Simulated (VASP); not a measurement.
# MgGeSb2: relaxation of cell and atoms with PBE

Crystal: MgGeSb2.

```
CELL_PARAMETERS angstrom
4.34360 0.00000 0.00000
0.00000 4.34360 0.00000
0.00000 0.00000 6.14278
ATOMIC_POSITIONS crystal
Mg 0.00000 0.00000 0.00000
Sb 0.00000 0.50000 0.25000
Sb 0.50000 0.00000 0.75000
Ge 0.50000 0.50000 0.50000
```

```yaml
Program: VASP 6.6.1
Task: relaxation of cell and atoms
Functional: PBE
Potentials_or_basis: VASP PAW PBE potentials, release 64 (Mg, Sb, Ge_d)
Cutoff: 600 eV
k_mesh: 6 × 6 × 4
Occupations: fermi-dirac, width 0.02 eV
Spin: no spin polarisation
Dipole_correction: no
Further_INCAR_settings: ALGO = Normal; EDIFF = 1e-06; IBRION = 2; EDIFFG = -0.005; NSW = 80; ISIF = 3
```

```json
{
 "Relaxed volume": "32.51 Å³/atom",
 "Relaxed cell": "a = 4.467 Å, b = 4.467 Å, c = 6.518 Å, α = 90.00°, β = 90.00°, γ = 90.00°",
 "Space group after relaxing (to 0.05 Å)": "P-4m2 (No. 115)",
 "Energy gained by relaxing": "62.9 meV/atom",
 "Ionic steps": "14",
 "Pressure after relaxing": "0.0 GPa",
 "Band gap on the k mesh": "zero (band 13 reaches 3.66 eV, above the bottom of band 14 at 3.40 eV)"
}
```

Step by step:
```csv
step,energy change (eV),largest force (eV/Å),pressure (GPa),volume (Å³)
1,0.0000,0.3698,5.73,115.89
2,-0.2239,0.2601,-1.13,134.15
3,-0.2372,0.2801,-0.06,130.21
4,-0.2371,0.2785,-0.14,130.51
5,-0.2438,0.1750,-0.12,130.43
6,-0.2491,0.0087,-0.05,130.28
7,-0.2492,0.0317,-0.04,130.26
8,-0.2508,0.0208,0.01,130.04
9,-0.2515,0.0103,0.06,129.82
10,-0.2515,0.0056,0.09,129.73
11,-0.2515,0.0065,-0.06,130.30
12,-0.2516,0.0001,0.05,129.99
13,-0.2516,0.0025,-0.04,130.11
14,-0.2516,0.0014,0.01,130.05
```

Final structure:
```xyz
4
Lattice="4.4669 0.0000 0.0000 0.0000 4.4669 0.0000 0.0000 0.0000 6.5178" Properties=species:S:1:pos:R:3 pbc="T T T"
Mg    4.4669    0.0000    0.0000
Sb    0.0000    2.2334    1.6871
Sb    2.2334    0.0000    4.8307
Ge    2.2334    2.2334    3.2589
```

Levels at points of the mesh, in eV from the Fermi level:
| k point | band 11 | band 12 | band 13 | band 14 | band 15 | band 16 |
| --- | --- | --- | --- | --- | --- | --- |
| (0.00, 0.00, 0.00) | -0.84 | -0.45 | 0.03 | 0.03 | 0.83 | 2.67 |
| (0.50, 0.00, 0.00) | -2.89 | -1.97 | -0.27 | 0.62 | 3.31 | 3.33 |
| (0.50, 0.50, 0.00) | -2.41 | -2.41 | -1.39 | 0.21 | 1.30 | 1.30 |
| (0.00, 0.00, 0.50) | -2.32 | -0.62 | -0.62 | 0.55 | 0.79 | 3.25 |
| (0.50, 0.00, 0.50) | -1.69 | -0.90 | -0.57 | -0.23 | 2.20 | 2.85 |
| (0.50, 0.50, 0.50) | -2.76 | -2.76 | -2.31 | 2.16 | 3.50 | 3.53 |

Wall time 4.6 min on 1 thread of Intel(R) Xeon(R) Platinum 8488C (Sapphire Rapids), with other jobs on the host, peak memory 0.32 GiB.

Caveat: spin-orbit coupling is left out, which moves the levels of the heavy elements.
